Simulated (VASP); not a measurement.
# Si16W (P1) in VASP: single point with PBEsol+U

Aim: the single point of Si16W with PBEsol+U.

All numbers are computed with VASP 6.6.1; they aren't measurements. Logs are shortened: lines on timing, memory, paths and dates and some standing lists are left out, and cuts for length are marked.

## 1. The cell of the first run

The typed cell holds 17 atoms: a = 7.689 Å, b = 7.689 Å, c = 7.689 Å, α = 60.00°, β = 60.00°, γ = 60.00°.

## 2. Single point, PBEsol+U

Input file INCAR:

```
PREC = Accurate ; ENCUT = 500
EDIFF = 1E-6 ; ISMEAR = 0
SIGMA = 0.05 ; LREAL = F
LASPH = T ; NELM = 200
ALGO = Normal ; ISIF = 2
LWAVE = F ; LCHARG = F
LMAXMIX = 4 ; LDAU = T
LDAUTYPE = 2 ; LDAUL = 2 -1
LDAUU = 2 0 ; LDAUJ = 0 0
LDAUPRINT = 1 ; GGA = PS
NBANDS = 53 ; GGA_COMPAT = F
```

Input file KPOINTS:

```
regular mesh
0
Gamma
  3 3 3
```

Input file POSCAR:

```
Si16W
1.0
    0.0000000000      5.4370000000      5.4370000000
    5.4370000000      0.0000000000      5.4370000000
    5.4370000000      5.4370000000      0.0000000000
W Si
1 16
Direct
    0.2502384102      0.2502266870      0.2499955412
    0.0000621389      0.0002505587      0.0003359784
    0.9977672877      0.9975853635      0.5025816155
    0.9980617971      0.5027179100      0.9971420166
    0.9979580252      0.5022361208      0.5026315077
    0.5030623334      0.9974156840      0.9970929020
    0.5026237189      0.9978829315      0.5022562710
    0.5026375250      0.5029877090      0.9970040043
    0.5005099889      0.5002868825      0.4995624762
    0.1223237810      0.1214873694      0.1214939779
    0.1216299600      0.1213759718      0.6356539762
    0.1218910721      0.6355974098      0.1212843687
    0.1304285527      0.6234709589      0.6230165552
    0.6354300328      0.1219455076      0.1208347441
    0.6236625565      0.1302097466      0.6230311476
    0.6239109866      0.6233424524      0.1294768387
    0.6238371086      0.6236976032      0.6228968615
```

Potentials or basis: VASP PAW PBE potentials, release 64 (W_sv, Si).

On the command line:

```sh
> cat potpaw_PBE.64/W_sv/POTCAR potpaw_PBE.64/Si/POTCAR > POTCAR
> mpirun -np 1 vasp_std > vasp.out
```

OUTCAR:

```text
PREC = Accurate
   ENCUT = 500
   EDIFF = 1E-6
   ISMEAR = 0
   LREAL = F
   LASPH = T
   NELM = 200
   ISIF = 2
   GGA = PS

 ion  position               nearest neighbor table
   1  0.250  0.250  0.250-  10 2.42  14 2.42  12 2.42  11 2.42   5 2.74   7 2.74   4 2.75   3 2.75
                             8 2.75   6 2.75
   2  0.000  0.000  0.000-  14 2.29  12 2.29  10 2.29  11 2.29
   3  0.998  0.998  0.503-  15 2.35  13 2.35  11 2.39  10 2.39   1 2.75
   4  0.998  0.503  0.997-  13 2.35  16 2.35  12 2.39  10 2.39   1 2.75
   5  0.998  0.502  0.503-  13 2.35  17 2.35  11 2.39  12 2.39   1 2.74
   6  0.503  0.997  0.997-  15 2.35  16 2.35  14 2.39  10 2.39   1 2.75
   7  0.503  0.998  0.502-  15 2.35  17 2.35  11 2.39  14 2.39   1 2.74
   8  0.503  0.503  0.997-  17 2.35  16 2.35  12 2.39  14 2.39   1 2.75
   9  0.501  0.500  0.500-  17 2.32  15 2.32  13 2.32  16 2.32
  10  0.122  0.121  0.121-   2 2.29   6 2.39   3 2.39   4 2.39   1 2.42
  11  0.122  0.121  0.636-   2 2.29   3 2.39   5 2.39   7 2.39   1 2.42
  12  0.122  0.636  0.121-   2 2.29   8 2.39   4 2.39   5 2.39   1 2.42
  13  0.130  0.623  0.623-   9 2.32   5 2.35   3 2.35   4 2.35
  14  0.635  0.122  0.121-   2 2.29   6 2.39   8 2.39   7 2.39   1 2.42
  15  0.624  0.130  0.623-   9 2.32   6 2.35   3 2.35   7 2.35
  16  0.624  0.623  0.129-   9 2.32   6 2.35   8 2.35   4 2.35
  17  0.624  0.624  0.623-   9 2.32   8 2.35   5 2.35   7 2.35

  LATTYP: Found a face centered cubic cell.
 ALAT       =    10.8740000000

  Lattice vectors:

 A1 = (   0.0000000000,   5.4370000000,   5.4370000000)
 A2 = (   5.4370000000,   0.0000000000,   5.4370000000)
 A3 = (   5.4370000000,   5.4370000000,   0.0000000000)

Analysis of symmetry for initial positions (statically):
=====================================================================
 Subroutine PRICEL returns:
 Original cell was already a primitive cell.

 Routine SETGRP: Setting up the symmetry group for a
 face centered cubic supercell.

 Subroutine GETGRP returns: Found  1 space group operations
 (whereof  1 operations were pure point group operations)
 out of a pool of 48 trial point group operations.

The static configuration has the point symmetry C_1 .

Analysis of symmetry for dynamics (positions and initial velocities):
=====================================================================
 Subroutine PRICEL returns:
 Original cell was already a primitive cell.

 Routine SETGRP: Setting up the symmetry group for a
 face centered cubic supercell.

 Subroutine GETGRP returns: Found  1 space group operations
 (whereof  1 operations were pure point group operations)
 out of a pool of 48 trial point group operations.

The dynamic configuration has the point symmetry C_1 .

 Subroutine INISYM returns: Found  1 space group operations
 (whereof  1 operations are pure point group operations),
 and found     1 'primitive' translations

----------------------------------------------------------------------------------------

                                     Primitive cell

  volume of cell :     321.4460

  direct lattice vectors                    reciprocal lattice vectors
     0.000000000  5.437000000  5.437000000    -0.091962479  0.091962479  0.091962479
     5.437000000  0.000000000  5.437000000     0.091962479 -0.091962479  0.091962479
     5.437000000  5.437000000  0.000000000     0.091962479  0.091962479 -0.091962479

  length of vectors
     7.689079139  7.689079139  7.689079139     0.159283687  0.159283687  0.159283687

  position of ions in fractional coordinates (direct lattice)
     0.250238410  0.250226687  0.249995541
     0.000062139  0.000250559  0.000335978
     0.997767288  0.997585364  0.502581615
     0.998061797  0.502717910  0.997142017
     0.997958025  0.502236121  0.502631508
     0.503062333  0.997415684  0.997092902
[... 9 lines left out ...]
     0.623910987  0.623342452  0.129476839
[... 79 lines left out ...]
   LASPH  =      T    aspherical Exc in radial PAW
   ENCUT  =  500.0 eV  36.75 Ry    6.06 a.u.  14.02 14.02 14.02*2*pi/ulx,y,z
   NELM   =    200;   NELMIN=  2; NELMDL= -5     # of ELM steps
   EDIFF  = 0.1E-05   stopping-criterion for ELM
   LREAL  =      F    real-space projection
   EDIFFG = 0.1E-04   stopping-criterion for IOM
   NSW    =      0    number of steps for IOM
   IBRION =     -1    ionic relax: 0-MD 1-quasi-New 2-CG
   NFREE  =      0    steps in history (QN), initial steepest desc. (CG)
   ISIF   =      2    stress and relaxation
   ISYM   =      2    0-nonsym 1-usesym 2-fastsym
   POTIM  = 0.5000    time-step for ionic-motion
   TEBEG  =    0.0;   TEEND  =   0.0 temperature during run
   PSTRESS=    0.0 pullay stress
   NELECT =      78.0000    total number of electrons
   NUPDOWN=      -1.0000    fix difference up-down
   EMIN   =  10.00;   EMAX   =-10.00  energy-range for DOS
   EFERMI =   0.00;   METHOD = LEGACY
   ISMEAR =     0;   SIGMA  =   0.05  broadening in eV -4-tet -1-fermi 0-gaus
   EFERMI_NEDOS =   21; number of points for ismear=-14 and -15
   IALGO  =     38    algorithm
   IMIX   =      4    mixing-type and parameters
     AMIX     =   0.40;   BMIX     =  1.00
     AMIX_MAG =   1.60;   BMIX_MAG =  1.00
  volume/ion in A,a.u.               =      18.91       127.60
  Fermi-wavevector in a.u.,A,eV,Ry     =   1.021105  1.929608 14.186186  1.042655
  Thomas-Fermi vector in A             =   2.154711
   LORBIT       =      0    0 simple, 1 ext, 2 COOP (PROOUT), +10 PAW based schemes
 LDA+U is selected, type is set to LDAUTYPE =  2
   angular momentum for each species LDAUL =     2   -1
   U (eV)           for each species LDAUU =   2.0  0.0
   J (eV)           for each species LDAUJ =   0.0  0.0
   GGA     = PS    functional components
   LHFCALC =     F    Hartree Fock is set to
   AEXX    =    0.0000 exact exchange contribution
   IVDW    =     0    specifies the selected vdW correction
   LEPSILON=     F    determine dielectric tensor
   LRPA    =     F    only Hartree local field effects (RPA)
 non-spin polarized calculation
 Gauss-broadening in eV      SIGMA  =   0.05
  energy-cutoff  :      500.00
  volume of cell :      321.45
 maximum number of plane-waves:      8170
   NGX = 29   NGY = 29   NGZ = 29

atom =   1  type =  1  l = 2

 onsite density matrix

spin component  1

  0.4567  0.0009 -0.0003  0.0023  0.0002
  0.0009  0.4565 -0.0004 -0.0003  0.0010
 -0.0003 -0.0004  0.2569  0.0001  0.0003
  0.0023 -0.0003  0.0001  0.4587 -0.0006
  0.0002  0.0010  0.0003 -0.0006  0.2571

spin component  2

  0.4567  0.0009 -0.0003  0.0023  0.0002
  0.0009  0.4565 -0.0004 -0.0003  0.0010
 -0.0003 -0.0004  0.2569  0.0001  0.0003
  0.0023 -0.0003  0.0001  0.4587 -0.0006
  0.0002  0.0010  0.0003 -0.0006  0.2571

 occupancies and eigenvectors

  o =  0.2567  v =  0.0017  0.0045  0.8462 -0.0017 -0.5328  0.0000  0.0000  0.0000  0.0000  0.0000      0.0000  0.0000  0.0000  0.0000  0.0000  0.0000  0.0000  0.0000  0.0000  0.0000
  o =  0.2567  v =  0.0000  0.0000  0.0000  0.0000  0.0000  0.0017  0.0045  0.8462 -0.0017 -0.5328      0.0000  0.0000  0.0000  0.0000  0.0000  0.0000  0.0000  0.0000  0.0000  0.0000
  o =  0.2573  v = -0.0003 -0.0031  0.5329  0.0022  0.8462  0.0000  0.0000  0.0000  0.0000  0.0000      0.0000  0.0000  0.0000  0.0000  0.0000  0.0000  0.0000  0.0000  0.0000  0.0000
  o =  0.2573  v =  0.0000  0.0000  0.0000  0.0000  0.0000 -0.0003 -0.0031  0.5329  0.0022  0.8462      0.0000  0.0000  0.0000  0.0000  0.0000  0.0000  0.0000  0.0000  0.0000  0.0000
  o =  0.4547  v =  0.0000  0.0000  0.0000  0.0000  0.0000 -0.7501  0.4700  0.0001  0.4652  0.0002      0.0000  0.0000  0.0000  0.0000  0.0000  0.0000  0.0000  0.0000  0.0000  0.0000
  o =  0.4547  v = -0.7501  0.4700  0.0001  0.4652  0.0002  0.0000  0.0000  0.0000  0.0000  0.0000      0.0000  0.0000  0.0000  0.0000  0.0000  0.0000  0.0000  0.0000  0.0000  0.0000
  o =  0.4570  v =  0.3601  0.8803 -0.0024 -0.3088  0.0056  0.0000  0.0000  0.0000  0.0000  0.0000      0.0000  0.0000  0.0000  0.0000  0.0000  0.0000  0.0000  0.0000  0.0000  0.0000
  o =  0.4570  v =  0.0000  0.0000  0.0000  0.0000  0.0000  0.3601  0.8803 -0.0024 -0.3088  0.0056      0.0000  0.0000  0.0000  0.0000  0.0000  0.0000  0.0000  0.0000  0.0000  0.0000
  o =  0.4602  v =  0.0000  0.0000  0.0000  0.0000  0.0000 -0.5547 -0.0641  0.0006 -0.8296  0.0014      0.0000  0.0000  0.0000  0.0000  0.0000  0.0000  0.0000  0.0000  0.0000  0.0000
  o =  0.4602  v = -0.5547 -0.0641  0.0006 -0.8296  0.0014  0.0000  0.0000  0.0000  0.0000  0.0000      0.0000  0.0000  0.0000  0.0000  0.0000  0.0000  0.0000  0.0000  0.0000  0.0000

 number of electron      78.0000003 magnetization

 Free energy of the ion-electron system (eV)
  ---------------------------------------------------
  ext. energy  EPLUGINS =         0.00000000
  ---------------------------------------------------
  free energy    TOTEN  =      -100.33647330 eV

  energy without entropy =     -100.31912687  energy(sigma->0) =     -100.32780008

 E-fermi :   6.7857     XC(G=0):  -9.9545

 val. band max:        6.7439675695   @ k =  -0.3333   0.3333  -0.3333
 cond. band min:       6.7925259343   @ k =   0.0000   0.3333   0.3333
 fundamental gap:      0.0485583647
 Fermi energy:         6.7857149160

 k-point     1 :       0.0000    0.0000    0.0000
  band No.  band energies     occupation
      1     -66.9842      2.00000
      2     -31.3485      2.00000
      3     -31.3457      2.00000
      4     -31.3444      2.00000
      5      -5.8759      2.00000
      6      -3.5221      2.00000
[... 745 lines left out ...]
     50       9.7159      0.00000
     51       9.8908      0.00000
 [bands above 51 left out]

------------------------ aborting loop because EDIFF is reached ----------------------------------------

  FORCE on cell =-STRESS in cart. coord.  units (eV):
  Direction    XX          YY          ZZ          XY          YZ          ZX
  --------------------------------------------------------------------------------------
  -------------------------------------------------------------------------------------
  Total        2.7798054      2.7770910      2.7802298      0.0015562      0.0378412      0.0150623
  in kB       13.8553334     13.8418043     13.8574488      0.0077566      0.1886113      0.0750750
  external PRESSURE =      13.8515288 kB  Pullay stress =       0.0000000 kB

 VOLUME and BASIS-vectors are now :
 -----------------------------------------------------------------------------
  energy-cutoff  :      500.00
  volume of cell :      321.45
      direct lattice vectors                 reciprocal lattice vectors
     0.000000000  5.437000000  5.437000000    -0.091962479  0.091962479  0.091962479
     5.437000000  0.000000000  5.437000000     0.091962479 -0.091962479  0.091962479
     5.437000000  5.437000000  0.000000000     0.091962479  0.091962479 -0.091962479

 POSITION                                       TOTAL-FORCE (eV/Angst)
 -----------------------------------------------------------------------------------
      2.71971      2.71977      2.72103        -0.003705      0.000231     -0.001422
      0.00319      0.00216      0.00170         0.001541      0.001561     -0.001043
      8.15641      8.15740     10.84873         0.000220      0.001605     -0.030161
      8.15474     10.84792      8.15974        -0.000611     -0.027027     -0.001351
      5.46347      8.15871      8.15656         0.030966     -0.004624      0.002831
     10.84414      8.15634      8.15810        -0.024981     -0.001650      0.001332
[... 9 lines left out ...]
      4.09308      4.09617      6.78132         0.007991      0.010070     -0.007673
      6.77773      6.77849      6.78285        -0.006662     -0.009961     -0.007964
 -----------------------------------------------------------------------------------
    total drift:                               -0.000034     -0.000039     -0.000071

  FREE ENERGIE OF THE ION-ELECTRON SYSTEM (eV)
  ---------------------------------------------------
  free  energy   TOTEN  =      -100.3364732974 eV

  energy  without entropy=     -100.3191268652  energy(sigma->0) =     -100.32780008
```

It took 9.3 min on 1 thread of Intel Xeon 8259CL, shared host; peak memory 0.51 GiB.

Results:

```yaml
Free_energy: -100.3365 eV
Pressure: 1.4 GPa
Largest_force: 0.085 eV/Å
Band_gap_on_the_k_mesh: zero (bands 39 and 40 overlap by 0.29 eV)
```

Forces in eV/Å, atoms in the order of the input:
```
W   -0.004  0.000 -0.001
Si   0.002  0.002 -0.001
Si   0.000  0.002 -0.030
Si  -0.001 -0.027 -0.001
Si   0.031 -0.005  0.003
Si  -0.025 -0.002  0.001
Si  -0.002  0.029 -0.002
Si  -0.001  0.002  0.029
Si   0.000  0.000 -0.002
Si  -0.048 -0.053 -0.046
Si   0.044  0.049 -0.045
Si   0.048 -0.048  0.047
Si  -0.006  0.009  0.008
Si  -0.045  0.051  0.048
Si   0.005 -0.009  0.007
Si   0.008  0.010 -0.008
Si  -0.007 -0.010 -0.008
```

Levels at points of the mesh, in eV from the Fermi level:
```tsv
k point	band 37	band 38	band 39	band 40	band 41	band 42
(0.00, 0.00, 0.00)	-0.36	-0.36	-0.35	-0.28	-0.07	-0.06
```

Eigenvalues of the final occupation matrices:
| site | spin | trace | eigenvalues |
| --- | --- | --- | --- |
| site 1 d | 1 | 1.89 | 0.26 0.26 0.45 0.46 0.46 |
| site 1 d | 2 | 1.89 | 0.26 0.26 0.45 0.46 0.46 |

Caveat: the PAW data sets were made with another functional, which shifts forces and pressure a little; spin-orbit coupling is left out, which moves the levels of the heavy elements; U without spin polarisation on a metal has little footing; the U is typed as a test and isn't derived for this compound.
